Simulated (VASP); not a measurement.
# BAs in VASP: notebook

BAs is run at these levels: PBE; tasks: relaxation of the atoms, single point.

Program: VASP 6.6.1. These are calculated values, not measurements. Logs are shortened: lines on timing, memory, paths and dates and some standing lists are left out, and cuts for length are marked.

## Step 1: The cell of the first run

The structure is tetragonal, space group I-4m2 (No. 119). The conventional cell has a = 3.378 Å, b = 3.378 Å, c = 4.729 Å, α = 90.00°, β = 90.00°, γ = 90.00°. B (site symmetry -4m2) has 4 As at 2.06 Å within 2.7 Å. Within 2.7 Å of As (site symmetry -4m2) lie 4 B at 2.06 Å.

## Step 2: Relaxation of the atoms, PBE (z stretched by -1 %)

File INCAR:

```
PREC = Accurate
ENCUT = 520
EDIFF = 1E-6
ISMEAR = -1
SIGMA = 0.02
LREAL = F
LASPH = T
NELM = 80
ALGO = Normal
ISIF = 2
LWAVE = F
LCHARG = F
GGA = PE
IBRION = 2
NSW = 80
EDIFFG = -0.02
```

File KPOINTS:

```
regular mesh
0
Gamma
  16 16 16
```

File POSCAR:

```
BAs
1.0
    0.0000000000      2.3885000000      2.3646150000
    2.3885000000      0.0000000000      2.3646150000
    2.3885000000      2.3885000000      0.0000000000
B As
1 1
Direct
    0.0000000000      0.0000000000      0.0000000000
    0.2500000000      0.2500000000      0.2500000000
```

Potentials or basis: VASP PAW PBE potentials, release 64 (B, As).

Launch:

```bash
$ cat potpaw_PBE.64/B/POTCAR potpaw_PBE.64/As/POTCAR > POTCAR
$ mpirun -np 1 vasp_std > vasp.out
```

OUTCAR:

```text
PREC = Accurate
   ENCUT = 520
   EDIFF = 1E-6
   ISMEAR = -1
   LREAL = F
   LASPH = T
   NELM = 80
   ISIF = 2
   GGA = PE
   IBRION = 2
   NSW = 80
   EDIFFG = -0.02

 ion  position               nearest neighbor table
   1  0.000  0.000  0.000-   2 2.06   2 2.06   2 2.06   2 2.06
   2  0.250  0.250  0.250-   1 2.06   1 2.06   1 2.06   1 2.06

  LATTYP: Found a body centered tetragonal cell.
 ALAT       =     3.3778490937
 C/A-ratio  =     1.4000714267

  Lattice vectors:

 A1 = (   0.0000000000,  -2.3885000000,  -2.3646150000)
 A2 = (   0.0000000000,   2.3885000000,  -2.3646150000)
 A3 = (   2.3885000000,   0.0000000000,   2.3646150000)

Analysis of symmetry for initial positions (statically):
=====================================================================
 Subroutine PRICEL returns:
 Original cell was already a primitive cell.

 Routine SETGRP: Setting up the symmetry group for a
 body centered tetragonal supercell.

 Subroutine GETGRP returns: Found  8 space group operations
 (whereof  8 operations were pure point group operations)
 out of a pool of 16 trial point group operations.

The static configuration has the point symmetry D_2d.

Analysis of symmetry for dynamics (positions and initial velocities):
=====================================================================
 Subroutine PRICEL returns:
 Original cell was already a primitive cell.

 Routine SETGRP: Setting up the symmetry group for a
 body centered tetragonal supercell.

 Subroutine GETGRP returns: Found  8 space group operations
 (whereof  8 operations were pure point group operations)
 out of a pool of 16 trial point group operations.

The dynamic configuration has the point symmetry D_2d.

 Subroutine INISYM returns: Found  8 space group operations
 (whereof  8 operations are pure point group operations),
 and found     1 'primitive' translations

----------------------------------------------------------------------------------------

                                     Primitive cell

  volume of cell :      26.9799

  direct lattice vectors                    reciprocal lattice vectors
     0.000000000  2.388500000  2.364615000    -0.209336404  0.209336404  0.211450913
     2.388500000  0.000000000  2.364615000     0.209336404 -0.209336404  0.211450913
     2.388500000  2.388500000  0.000000000     0.209336404  0.209336404 -0.211450913

  length of vectors
     3.361002283  3.361002283  3.377849094     0.363806196  0.363806196  0.363806196

  position of ions in fractional coordinates (direct lattice)
     0.000000000  0.000000000  0.000000000
     0.250000000  0.250000000  0.250000000

  ion indices of the primitive-cell ions
   primitive index   ion index
                 1           1
                 2           2

----------------------------------------------------------------------------------------

 KPOINTS: regular mesh

Automatic generation of k-mesh.
 Grid dimensions read from file:
 generate k-points for:   16   16   16

 Generating k-lattice:

  Cartesian coordinates                     Fractional coordinates (reciprocal lattice)
    -0.013083525  0.013083525  0.013215682     0.062500000  0.000000000  0.000000000
     0.013083525 -0.013083525  0.013215682     0.000000000  0.062500000  0.000000000
     0.013083525  0.013083525 -0.013215682    -0.000000000 -0.000000000  0.062500000

  Length of vectors
     0.022737887  0.022737887  0.022737887

  Shift w.r.t. Gamma in fractional coordinates (k-lattice)
     0.000000000  0.000000000  0.000000000

 Subroutine IBZKPT returns following result:
 ===========================================

 Found    349 irreducible k-points:

 Following reciprocal coordinates:
            Coordinates               Weight
  0.000000  0.000000  0.000000      1.000000
  0.062500  0.000000  0.000000      8.000000
  0.125000  0.000000  0.000000      8.000000
  0.187500  0.000000  0.000000      8.000000
  0.250000  0.000000  0.000000      8.000000
  0.312500  0.000000  0.000000      8.000000
[... 16 lines left out ...]
 -0.125000  0.062500  0.000000      8.000000
 -0.062500  0.062500  0.000000      4.000000
 [... further k-points ...]
   k-points           NKPTS =    349   k-points in BZ     NKDIM =    349   number of bands    NBANDS=      8
   number of dos      NEDOS =    301   number of ions     NIONS =      2
   total plane-waves  NPLWV =  21952
   dimension x,y,z NGX =    28 NGY =   28 NGZ =   28
   dimension x,y,z NGXF=    56 NGYF=   56 NGZF=   56
   ions per type =               1   1
   NGX,Y,Z   is equivalent  to a cutoff of  13.85, 13.85, 13.78 a.u.
   NGXF,Y,Z  is equivalent  to a cutoff of  27.70, 27.70, 27.56 a.u.
 SYSTEM =  unknown system
   PREC   = accura    normal or accurate (medium, high low for compatibility)
   ISTART =      0    job   : 0-new  1-cont  2-samecut
   ICHARG =      2    charge: 1-file 2-atom 10-const
   ISPIN  =      1    spin polarized calculation?
   LNONCOLLINEAR =      F non collinear calculations
   LSORBIT =      F    spin-orbit coupling
   LASPH  =      T    aspherical Exc in radial PAW
   ENCUT  =  520.0 eV  38.22 Ry    6.18 a.u.   6.25  6.25  6.28*2*pi/ulx,y,z
   NELM   =     80;   NELMIN=  2; NELMDL= -5     # of ELM steps
   EDIFF  = 0.1E-05   stopping-criterion for ELM
   LREAL  =      F    real-space projection
   EDIFFG = -.2E-01   stopping-criterion for IOM
   NSW    =     80    number of steps for IOM
   IBRION =      2    ionic relax: 0-MD 1-quasi-New 2-CG
   NFREE  =      1    steps in history (QN), initial steepest desc. (CG)
   ISIF   =      2    stress and relaxation
   ISYM   =      2    0-nonsym 1-usesym 2-fastsym
   POTIM  = 0.5000    time-step for ionic-motion
   TEBEG  =    0.0;   TEEND  =   0.0 temperature during run
   PSTRESS=    0.0 pullay stress
   NELECT =       8.0000    total number of electrons
   NUPDOWN=      -1.0000    fix difference up-down
   EMIN   =  10.00;   EMAX   =-10.00  energy-range for DOS
   EFERMI =   0.00;   METHOD = LEGACY
   ISMEAR =    -1;   SIGMA  =   0.02  broadening in eV -4-tet -1-fermi 0-gaus
   EFERMI_NEDOS =   21; number of points for ismear=-14 and -15
   IALGO  =     38    algorithm
   IMIX   =      4    mixing-type and parameters
     AMIX     =   0.40;   BMIX     =  1.00
     AMIX_MAG =   1.60;   BMIX_MAG =  1.00
  volume/ion in A,a.u.               =      13.49        91.03
  Fermi-wavevector in a.u.,A,eV,Ry     =   1.091670  2.062956 16.214639  1.191742
  Thomas-Fermi vector in A             =   2.227919
   LORBIT       =      0    0 simple, 1 ext, 2 COOP (PROOUT), +10 PAW based schemes
   GGA     = PE    functional components
   LHFCALC =     F    Hartree Fock is set to
   AEXX    =    0.0000 exact exchange contribution
   IVDW    =     0    specifies the selected vdW correction
   LEPSILON=     F    determine dielectric tensor
   LRPA    =     F    only Hartree local field effects (RPA)
 conjugate gradient relaxation of ions
 non-spin polarized calculation
  energy-cutoff  :      520.00
  volume of cell :       26.98
 maximum number of plane-waves:       742
 NGX is ok and might be reduce to    28
   NGX = 13   NGY = 13   NGZ = 13

 number of electron       8.0000000 magnetization

 Free energy of the ion-electron system (eV)
  ---------------------------------------------------
  ext. energy  EPLUGINS =         0.00000000
  ---------------------------------------------------
  free energy    TOTEN  =       -11.39846965 eV

  energy without entropy =      -11.39846965  energy(sigma->0) =      -11.39846965

 E-fermi :   6.6346     XC(G=0): -10.6281

 val. band max:        6.3021263850   @ k =   0.0000   0.0000   0.0000
 cond. band min:       7.3293560357   @ k =   0.3750   0.3750   0.0000
 fundamental gap:      1.0272296506
 Fermi energy:         6.6345873899

 k-point     1 :       0.0000    0.0000    0.0000
  band No.  band energies     occupation
      1      -9.2557      2.00000
      2       6.2052      2.00000
      3       6.2052      2.00000
      4       6.3021      2.00000
      5       9.4840      0.00000
      6       9.5492      0.00000
      7       9.5492      0.00000
      8      11.0514      0.00000

 k-point     2 :       0.0625    0.0000    0.0000
  band No.  band energies     occupation
      1      -9.1909      2.00000
      2       5.5972      2.00000
      3       6.0738      2.00000
      4       6.1433      2.00000
      5       9.6324      0.00000
      6       9.7075      0.00000
      7       9.7191      0.00000
      8      11.4005      0.00000

 k-point     3 :       0.1250    0.0000    0.0000
  band No.  band energies     occupation
      1      -8.9973      2.00000
      2       4.2626      2.00000
      3       5.7578      2.00000
      4       5.8313      2.00000
      5       9.6665      0.00000
      6      10.0986      0.00000
      7      10.1265      0.00000
      8      12.2956      0.00000

 k-point     4 :       0.1875    0.0000    0.0000
  band No.  band energies     occupation
      1      -8.6790      2.00000
      2       2.7569      2.00000
      3       5.3837      2.00000
      4       5.4664      2.00000
      5       9.5266      0.00000
      6      10.5650      0.00000
      7      10.5762      0.00000
      8      13.3088      0.00000

 k-point     5 :       0.2500    0.0000    0.0000
  band No.  band energies     occupation
      1      -8.2444      2.00000
      2       1.2665      2.00000
      3       5.0301      2.00000
      4       5.1235      2.00000
      5       9.3526      0.00000
      6      10.9037      0.00000
      7      10.9227      0.00000
      8      14.2076      0.00000
[... 177 lines left out ...]
 k-point    22 :      -0.1875    0.0625    0.0000
  band No.  band energies     occupation
      1      -8.4931      2.00000
      2       2.2652      2.00000
      3       4.6151      2.00000
      4       5.5093      2.00000
      5       9.7432      0.00000
      6      10.4516      0.00000
      7      11.0807      0.00000
      8      13.5064      0.00000

 k-point    23 :      -0.1250    0.0625    0.0000
  band No.  band energies     occupation
      1      -8.8499      2.00000
      2       3.7287      2.00000
      3       5.0008      2.00000
      4       5.8603      2.00000
      5       9.8500      0.00000
      6      10.0390      0.00000
      7      10.6338      0.00000
      8      12.7013      0.00000

 k-point    24 :      -0.0625    0.0625    0.0000
  band No.  band energies     occupation
      1      -9.0841      2.00000
      2       4.9789      2.00000
      3       5.5276      2.00000
      4       6.0872      2.00000
      5       9.7327      0.00000
      6       9.7811      0.00000
      7      10.1607      0.00000
      8      11.8828      0.00000

 [... further k-points ...]

------------------------ aborting loop because EDIFF is reached ----------------------------------------

  FORCE on cell =-STRESS in cart. coord.  units (eV):
  Direction    XX          YY          ZZ          XY          YZ          ZX
  --------------------------------------------------------------------------------------
  -------------------------------------------------------------------------------------
  Total        0.7135367      0.7135367      1.0600961      0.0000000     -0.0000000      0.0000000
  in kB       42.3726848     42.3726848     62.9527781      0.0000000     -0.0000000      0.0000000
  external PRESSURE =      49.2327159 kB  Pullay stress =       0.0000000 kB

 VOLUME and BASIS-vectors are now :
 -----------------------------------------------------------------------------
  energy-cutoff  :      520.00
  volume of cell :       26.98
      direct lattice vectors                 reciprocal lattice vectors
     0.000000000  2.388500000  2.364615000    -0.209336404  0.209336404  0.211450913
     2.388500000  0.000000000  2.364615000     0.209336404 -0.209336404  0.211450913
     2.388500000  2.388500000  0.000000000     0.209336404  0.209336404 -0.211450913

 POSITION                                       TOTAL-FORCE (eV/Angst)
 -----------------------------------------------------------------------------------
      0.00000      0.00000      0.00000        -0.000000     -0.000000     -0.000000
      1.19425      1.19425      1.18231         0.000000      0.000000      0.000000
 -----------------------------------------------------------------------------------
    total drift:                               -0.000000     -0.000000     -0.000000

  FREE ENERGIE OF THE ION-ELECTRON SYSTEM (eV)
  ---------------------------------------------------
  free  energy   TOTEN  =       -11.3984696549 eV

  energy  without entropy=      -11.3984696549  energy(sigma->0) =      -11.39846965

 reached required accuracy - stopping structural energy minimisation
```

Run time: 72 s. Hardware: 1 thread of Intel Xeon Platinum 8259CL at 2.50GHz (Skylake/Cascade Lake), shared host; peak memory 0.23 GiB.

What came out:

```yaml
Free_energy: -11.3985 eV
Pressure_after_relaxing: 4.9 GPa
Band_gap_on_the_k_mesh: 1.03 eV (least direct gap 3.18 eV)
```

Stress tensor (GPa, compression positive):
```
4.24 0.00 0.00
0.00 4.24 0.00
0.00 0.00 6.30
```

Final structure:
```cif
data_structure
_symmetry_space_group_name_H-M 'P 1'
_symmetry_Int_Tables_number 1
_cell_length_a 3.3610
_cell_length_b 3.3610
_cell_length_c 3.3778
_cell_angle_alpha 59.834
_cell_angle_beta 59.834
_cell_angle_gamma 60.332
_cell_volume 26.98
loop_
_atom_site_label
_atom_site_type_symbol
_atom_site_fract_x
_atom_site_fract_y
_atom_site_fract_z
_atom_site_occupancy
B1 B 0.00000 0.00000 0.00000 1
As1 As 0.25000 0.25000 0.25000 1
```

Levels at points of the mesh, in eV from the valence-band top:
```tsv
k point	band 1	band 2	band 3	band 4	band 5	band 6	band 7	band 8
(0.00, 0.00, 0.00)	-15.56	-0.10	-0.10	0.00	3.18	3.25	3.25	4.75
(0.50, 0.00, 0.00)	-12.65	-8.93	-1.96	-1.84	2.68	4.68	4.78	8.82
(0.50, 0.50, 0.00)	-11.26	-8.60	-4.25	-4.25	1.27	1.28	11.40	11.40
(0.50, 0.00, 0.50)	-11.34	-8.68	-4.16	-4.15	1.39	1.41	11.32	11.47
```

Caveat: the cell differs from its parent crystal (z stretched by -1 %).

## Step 3: Single point, PBE (12.81 Å³/atom)

This run uses another cell than the first one, of 12.81 Å³/atom.

File INCAR:

```
SYSTEM = BAs
  PREC = Accurate
  ENCUT = 560
  EDIFF = 1E-6
  ISMEAR = -1
  SIGMA = 0.02
  LREAL = .FALSE.
  LASPH = .TRUE.
  NELM = 120
  ALGO = Normal
  ISIF = 2
  LWAVE = .FALSE.
  LCHARG = .FALSE.
  GGA = PE
  NBANDS = 16
  GGA_COMPAT = .FALSE.
```

File KPOINTS:

```
Automatic mesh
0
G
  16 16 16
  0 0 0
```

File POSCAR:

```
BAs
1.0
    0.0000000000      2.3397414207      2.3397414207
    2.3397414207      0.0000000000      2.3397414207
    2.3397414207      2.3397414207      0.0000000000
B As
1 1
Direct
    0.0000000000      0.0000000000      0.0000000000
    0.2500000000      0.2500000000      0.2500000000
```

Potentials or basis: VASP PAW PBE potentials, release 64 (B, As_d).

Launch:

```bash
$ cat potpaw_PBE.64/B/POTCAR potpaw_PBE.64/As_d/POTCAR > POTCAR
$ mpirun -np 1 vasp_std > vasp.out
```

Run time: 27 s. Hardware: 1 thread of Intel Xeon 6975P-C (Granite Rapids), shared host; peak memory 0.2 GiB.

The run converged. Its results:

- Free energy: -11.3652 eV
- Pressure: 12.5 GPa
- Band gap on the k mesh: 1.14 eV (least direct gap 3.36 eV)

Levels at points of the mesh, in eV from the valence-band top:
| k point | band 5 | band 6 | band 7 | band 8 | band 9 | band 10 | band 11 | band 12 | band 13 | band 14 |
| --- | --- | --- | --- | --- | --- | --- | --- | --- | --- | --- |
| (0.00, 0.00, 0.00) | -35.83 | -15.98 | 0.00 | 0.00 | 0.00 | 3.36 | 3.36 | 3.36 | 5.49 | 9.90 |
| (0.50, 0.00, 0.00) | -35.83 | -12.88 | -9.24 | -1.93 | -1.93 | 3.07 | 4.87 | 4.87 | 9.01 | 13.20 |
| (0.50, 0.50, 0.00) | -35.82 | -11.47 | -8.87 | -4.34 | -4.34 | 1.36 | 1.39 | 12.02 | 12.02 | 13.46 |

Caveat: the cell stands under pressure.
